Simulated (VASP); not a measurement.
# LiF (Fm-3m) in VASP: a series of runs, part 3 of 3

VASP 6.6.1. Earlier steps stand in the parts before.

### Step 4. G0W0 quasiparticle levels, PBE

Contents of POSCAR:

```
LiF
1.0
    0.0000000000      1.9948717404      1.9948717404
    1.9948717404      0.0000000000      1.9948717404
    1.9948717404      1.9948717404      0.0000000000
Li F
1 1
Direct
    0.0000000000      0.0000000000      0.0000000000
    0.5000000000      0.5000000000      0.5000000000
```

Contents of INCAR.step1:

```
SYSTEM = LiF
ALGO = Normal ; EDIFF = 1E-8
ENCUT = 500 ; GGA = PE
ISMEAR = 0 ; LASPH = .TRUE.
LCHARG = .FALSE. ; LREAL = .FALSE.
LWAVE = .TRUE. ; NELM = 80
PREC = Accurate ; SIGMA = 0.01
```

Contents of INCAR.step2:

```
SYSTEM = LiF
ALGO = Exact ; EDIFF = 1E-8
ENCUT = 500 ; GGA = PE
ISMEAR = 0 ; ISTART = 1
LASPH = .TRUE. ; LCHARG = .FALSE.
LOPTICS = .TRUE. ; LREAL = .FALSE.
LWAVE = .TRUE. ; NBANDS = 63
NELM = 1 ; PREC = Accurate
SIGMA = 0.01
```

Contents of INCAR.step3:

```
SYSTEM = LiF
ALGO = EVGW0 ; EDIFF = 1E-8
ENCUT = 500 ; ENCUTGW = 140.0
GGA = PE ; ISMEAR = 0
ISTART = 1 ; LASPH = .TRUE.
LCHARG = .FALSE. ; LREAL = .FALSE.
LWAVE = .FALSE. ; NBANDS = 63
NBANDSGW = 12 ; NELMGW = 1
NOMEGA = 96 ; OMEGAMAX = 20
PREC = Accurate ; PRECFOCK = Fast
SIGMA = 0.01
```

Contents of KPOINTS:

```
k-points
0
G
  6 6 6
  0 0 0
```

Potentials or basis: VASP PAW PBE potentials, release 64 (Li_GW, F_GW).

Started as:

```console
> cat potpaw_PBE.64/Li_GW/POTCAR potpaw_PBE.64/F_GW/POTCAR > POTCAR
> cp INCAR.step1 INCAR
> mpirun -np 1 vasp_std > vasp.out
> cp INCAR.step2 INCAR
> mpirun -np 1 vasp_std > vasp.out
> cp INCAR.step3 INCAR
> mpirun -np 1 vasp_std > vasp.out
```

OUTCAR:

```text
SYSTEM = LiF
   EDIFF = 1E-8
   ENCUT = 500
   ENCUTGW = 140.0
   GGA = PE
   ISMEAR = 0
   ISTART = 1
   LASPH = .TRUE.
   LREAL = .FALSE.
   NELMGW = 1
   PREC = Accurate
   PRECFOCK = Fast

 ion  position               nearest neighbor table
   1  0.000  0.000  0.000-   2 1.99   2 1.99   2 1.99   2 1.99   2 1.99   2 1.99
   2  0.500  0.500  0.500-   1 1.99   1 1.99   1 1.99   1 1.99   1 1.99   1 1.99

  LATTYP: Found a face centered cubic cell.
 ALAT       =     3.9897434808

  Lattice vectors:

 A1 = (   0.0000000000,   1.9948717404,   1.9948717404)
 A2 = (   1.9948717404,   0.0000000000,   1.9948717404)
 A3 = (   1.9948717404,   1.9948717404,   0.0000000000)

Analysis of symmetry for initial positions (statically):
=====================================================================
 Subroutine PRICEL returns:
 Original cell was already a primitive cell.

 Routine SETGRP: Setting up the symmetry group for a
 face centered cubic supercell.

 Subroutine GETGRP returns: Found 48 space group operations
 (whereof 48 operations were pure point group operations)
 out of a pool of 48 trial point group operations.

The static configuration has the point symmetry O_h .

Analysis of symmetry for dynamics (positions and initial velocities):
=====================================================================
 Subroutine PRICEL returns:
 Original cell was already a primitive cell.

 Routine SETGRP: Setting up the symmetry group for a
 face centered cubic supercell.

 Subroutine GETGRP returns: Found 48 space group operations
 (whereof 48 operations were pure point group operations)
 out of a pool of 48 trial point group operations.

The dynamic configuration has the point symmetry O_h .

 Subroutine INISYM returns: Found 48 space group operations
 (whereof 48 operations are pure point group operations),
 and found     1 'primitive' translations

----------------------------------------------------------------------------------------

                                     Primitive cell

  volume of cell :      15.8772

  direct lattice vectors                    reciprocal lattice vectors
     0.000000000  1.994871740  1.994871740    -0.250642680  0.250642680  0.250642680
     1.994871740  0.000000000  1.994871740     0.250642680 -0.250642680  0.250642680
     1.994871740  1.994871740  0.000000000     0.250642680  0.250642680 -0.250642680

  length of vectors
     2.821174670  2.821174670  2.821174670     0.434125857  0.434125857  0.434125857

  position of ions in fractional coordinates (direct lattice)
     0.000000000  0.000000000  0.000000000
     0.500000000  0.500000000  0.500000000

  ion indices of the primitive-cell ions
   primitive index   ion index
                 1           1
                 2           2

----------------------------------------------------------------------------------------

 KPOINTS: k-points

Automatic generation of k-mesh.
 Grid dimensions read from file:
 generate k-points for:    6    6    6

 Generating k-lattice:

  Cartesian coordinates                     Fractional coordinates (reciprocal lattice)
    -0.041773780  0.041773780  0.041773780     0.166666667  0.000000000  0.000000000
     0.041773780 -0.041773780  0.041773780     0.000000000  0.166666667  0.000000000
     0.041773780  0.041773780 -0.041773780     0.000000000  0.000000000  0.166666667

  Length of vectors
     0.072354309  0.072354309  0.072354309

  Shift w.r.t. Gamma in fractional coordinates (k-lattice)
     0.000000000  0.000000000  0.000000000

 Subroutine IBZKPT returns following result:
 ===========================================

 Found     16 irreducible k-points:

 Following reciprocal coordinates:
            Coordinates               Weight
  0.000000  0.000000  0.000000      1.000000
  0.166667  0.000000  0.000000      8.000000
  0.333333  0.000000  0.000000      8.000000
  0.500000  0.000000  0.000000      4.000000
  0.166667  0.166667  0.000000      6.000000
  0.333333  0.166667  0.000000     24.000000
[... 8 lines left out ...]
 -0.333333  0.333333  0.166667     24.000000
 -0.333333  0.500000  0.166667     12.000000
   k-points           NKPTS =     16   k-points in BZ     NKDIM =    216   number of bands    NBANDS=     63
   number of dos      NEDOS =    301   number of ions     NIONS =      2
   total plane-waves  NPLWV =  13824
   dimension x,y,z NGX =    24 NGY =   24 NGZ =   24
   dimension x,y,z NGXF=    48 NGYF=   48 NGZF=   48
   ions per type =               1   1
   NGX,Y,Z   is equivalent  to a cutoff of  14.14, 14.14, 14.14 a.u.
   NGXF,Y,Z  is equivalent  to a cutoff of  28.29, 28.29, 28.29 a.u.
 SYSTEM =  LiF
   PREC   = accura    normal or accurate (medium, high low for compatibility)
   ISTART =      1    job   : 0-new  1-cont  2-samecut
   ICHARG =      0    charge: 1-file 2-atom 10-const
   ISPIN  =      1    spin polarized calculation?
   LNONCOLLINEAR =      F non collinear calculations
   LSORBIT =      F    spin-orbit coupling
   LASPH  =      T    aspherical Exc in radial PAW
   ENCUT  =  500.0 eV  36.75 Ry    6.06 a.u.   5.14  5.14  5.14*2*pi/ulx,y,z
   NELM   =     60;   NELMIN=  2; NELMDL=  0     # of ELM steps
   EDIFF  = 0.1E-07   stopping-criterion for ELM
   LREAL  =      F    real-space projection
   EDIFFG = 0.1E-06   stopping-criterion for IOM
   NSW    =      0    number of steps for IOM
   IBRION =     -1    ionic relax: 0-MD 1-quasi-New 2-CG
   NFREE  =      0    steps in history (QN), initial steepest desc. (CG)
   ISIF   =      0    stress and relaxation
   ISYM   =      3    0-nonsym 1-usesym 2-fastsym
   POTIM  = 0.5000    time-step for ionic-motion
   TEBEG  =    0.0;   TEEND  =   0.0 temperature during run
   PSTRESS=    0.0 pullay stress
   NELECT =       8.0000    total number of electrons
   NUPDOWN=      -1.0000    fix difference up-down
   EMIN   =  10.00;   EMAX   =-10.00  energy-range for DOS
   EFERMI =   0.00;   METHOD = LEGACY
   ISMEAR =     0;   SIGMA  =   0.01  broadening in eV -4-tet -1-fermi 0-gaus
   EFERMI_NEDOS =   21; number of points for ismear=-14 and -15
   IALGO  =     38    algorithm
   IMIX   =      4    mixing-type and parameters
     AMIX     =   0.40;   BMIX     =  1.00
     AMIX_MAG =   1.60;   BMIX_MAG =  1.00
  volume/ion in A,a.u.               =       7.94        53.57
  Fermi-wavevector in a.u.,A,eV,Ry     =   1.302706  2.461758 23.089682  1.697044
  Thomas-Fermi vector in A             =   2.433757
   LORBIT       =      0    0 simple, 1 ext, 2 COOP (PROOUT), +10 PAW based schemes
   GGA     = PE    functional components
   LHFCALC =     T    Hartree Fock is set to
   PRECFOCK=fast      Normal, Fast or Accurate (Low or Medium for compatibility)
   ENCUT4O =  -1.0   cutoff for four orbital integrals eV
   NKREDX  =     1    reduce k-point grid by
   NKREDY  =     1    reduce k-point grid by
   NKREDZ  =     1    reduce k-point grid by
   AEXX    =    1.0000 exact exchange contribution
   HFSCREEN=    0.0000 screening length (either q_TF or 0.3 A-1)
   HFSCREENC=   0.0000 screening length for correlation (either q_TF or 0.3 A-1)
   ENCUTFOCK=  -1.0 apply spherical cutoff to Coloumb kernel
   IVDW    =     0    specifies the selected vdW correction
   LEPSILON=     F    determine dielectric tensor
   LRPA    =     F    only Hartree local field effects (RPA)
   LRPAFORCE           =     F    calculate RPA forces
   ENCUTGW             = 140.0    cutoff for response function in eV
   ENCUTGWSOFT         = 112.0    soft cutoff for Coulomb kernel in GW response function in eV
   ENCUTLF             =  -1.0    cutoff for local field effects
   NELMGW              =     1    number of iterations in solving QP/BSE equation
   NELMHF              =     1    number of iterations in the inner HF iteration
   NKREDLFX            =     1    NKREDLFY  =   1   NKREDLFZ  =   1
 non-spin polarized calculation
 Gauss-broadening in eV      SIGMA  =   0.01
  energy-cutoff  :      500.00
  volume of cell :       15.88
 maximum number of plane-waves:       419
 NGX is ok and might be reduce to    24
  NGX = 12; NGY = 12; NGZ = 12
   NGX = 11   NGY = 11   NGZ = 11
 maximum number of plane-waves:        70

 QP shifts <psi_nk| G(iteration)W_0 |psi_nk>: iteration 1
 for sc-GW calculations column KS-energies equals QP-energies in previous step
 and V_xc(KS)=  KS-energies - (<T + V_ion + V_H > + <T+V_H+V_ion>^1  + <V_x>^1)

 k-point   1 :       0.0000    0.0000    0.0000
  band No.  KS-energies  QP-energies   sigma(KS)   V_xc(KS)     V^pw_x(r,r')   Z            occupation Imag(sigma)

      1     -23.2013     -27.2386     -27.6282     -22.2940     -36.5050       0.7569       2.0000       0.9720
      2      -3.0932      -5.7058     -26.1216     -22.9322     -30.7126       0.8191       2.0000       0.0429
      3      -3.0932      -5.7058     -26.1216     -22.9322     -30.7126       0.8191       2.0000       0.0429
      4      -3.0932      -5.7058     -26.1216     -22.9322     -30.7126       0.8191       2.0000       0.0429
      5       6.2174       7.9109      -8.6046     -10.5129      -5.5192       0.8875       0.0000      -0.0449
      6      21.2304      23.7946      -5.5217      -8.5003      -1.5829       0.8609       0.0000      -0.0955
      7      21.2304      23.7946      -5.5217      -8.5003      -1.5829       0.8609       0.0000      -0.0955
      8      21.2304      23.7946      -5.5217      -8.5003      -1.5829       0.8609       0.0000      -0.0955
      9      21.5198      23.2637      -6.4777      -8.4852      -2.6606       0.8687       0.0000      -0.1118
     10      21.5198      23.2637      -6.4777      -8.4852      -2.6606       0.8687       0.0000      -0.1118
     11      21.5198      23.2637      -6.4777      -8.4852      -2.6606       0.8687       0.0000      -0.1118
     12      24.7228      25.5923      -5.6486      -6.7085      -1.0960       0.8204       0.0000      -0.4707
[... 228 lines left out ...]
      1     -22.4322     -26.3594     -28.6580     -23.2947     -37.3995       0.7322       2.0000       0.8040
      2      -5.7678      -8.8395     -22.7021     -18.8958     -27.0733       0.8070       2.0000       0.0473
      3      -4.7267      -7.6488     -23.9910     -20.3926     -28.4477       0.8121       2.0000       0.0451
      4      -3.9802      -6.7905     -25.1045     -21.6534     -29.6570       0.8143       2.0000       0.0439
      5      12.0462      14.5833     -10.6458     -13.5856      -7.4980       0.8630       0.0000      -0.0435
      6      12.5445      14.6594      -8.5701     -10.9915      -5.3104       0.8734       0.0000      -0.0419
      7      14.6235      16.7758      -6.5398      -8.9962      -2.9643       0.8762       0.0000      -0.0449
      8      16.7242      19.0959      -7.6828     -10.4344      -4.0507       0.8619       0.0000      -0.0512
      9      21.2145      23.2968      -6.5344      -8.9848      -2.5417       0.8498       0.0000      -0.1111
     10      29.0295      30.9833      -6.1021      -8.3345      -1.7597       0.8752       0.0000      -0.5144
     11      31.4394      34.4582      -8.2682     -11.4259      -3.8136       0.9560       0.0000      -0.9646
     12      35.5877      38.7044      -8.4654     -11.9130      -3.9142       0.9040       0.0000      -1.0231
```

Wall time 73 s (1 thread of Intel Xeon Platinum 8488C (Sapphire Rapids), shared host); peak memory 0.27 GiB.

Results:

| Item | Value |
| --- | --- |
| Quasiparticle gap | 13.62 eV |
| Least direct quasiparticle gap | 13.62 eV |
| Band gap of the starting levels on the mesh | 9.31 eV |
| Least direct gap of the starting levels on the mesh | 9.31 eV |

Caveat: the k points lie up to 0.45 Å⁻¹ apart; bands, screening cutoff and mesh are small and nothing is extrapolated, so the quasiparticle values aren't converged.
